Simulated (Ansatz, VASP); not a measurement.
## One calculation of LiF, two programs

```
F Li
1.0
     0.00000    2.01400    2.01400
     2.01400    0.00000    2.01400
     2.01400    2.01400    0.00000
F Li
1 1
Direct
  0.50000 0.50000 0.50000
  0.00000 0.00000 0.00000
```

Alike in both runs: task relaxation of cell and atoms; functional PBEsol; k mesh 11 × 11 × 11; occupations fermi-dirac, width 0.05 eV; no spin polarisation.

```csv
,VASP,Ansatz
version,VASP 6.6.1,Ansatz 0.2.0
potentials or method,"VASP PAW PBE potentials, release 64 (F, Li_sv), cutoff 750 eV","all-electron LAPW, scalar-relativistic"
```

Ansatz gave:

- relaxed volume (Å³/atom): 8.03
- relaxed cell length with the largest relative difference (Å): 2.832

**Question.** What did VASP give for the same quantities?

**Answer.** Relaxed volume (Å³/atom): 8.01; relaxed cell length with the largest relative difference (Å): 2.829.

VASP's potentials were made for PBE, not for PBEsol. Ansatz ran all-electron here, and VASP with PAW potentials.
